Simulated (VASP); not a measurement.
Runs of VASP 6.6.1 on Tc. The structure is that of space group P6_3/mmc (No. 194), or close to it. The cells are those of the table. 

| cell | gap on the mesh (eV) | pressure (GPa) |
| --- | --- | --- |
| a = 2.724, b = 2.724, c = 4.356 Å, angles 90.0, 90.0, 120.0°, 2 atoms | none | -0.7 |
| a = 2.742, b = 2.742, c = 4.385 Å, angles 90.0, 90.0, 120.0°, 2 atoms | none | (b) |
| a = 2.687, b = 2.687, c = 4.299 Å, angles 90.0, 90.0, 120.0°, 2 atoms | none | 13.9 |
| a = 2.706, b = 2.706, c = 4.327 Å, angles 90.0, 90.0, 120.0°, 2 atoms | none | 6.2 |
| a = 2.761, b = 2.761, c = 4.411 Å, angles 90.0, 90.0, 120.0°, 2 atoms | none | (a) |

Alike in all rows: task single point; level PBEsol; potentials or basis VASP PAW PBE potentials, release 64 (Tc_pv); no spin polarisation; k mesh 18 × 18 × 10; cutoff (eV) 520; smearing gaussian 0.05 eV.

Problem. Fill in the values left out.

Solution. (a) -12.4; (b) -6.9.

Caveats: the PAW data sets were made with another functional, which shifts forces and pressure a little.

A k mesh can miss the band edges, and the runs leave out spin-orbit coupling on Tc.

A gap of «none» marks levels without a gap at the run's occupations.
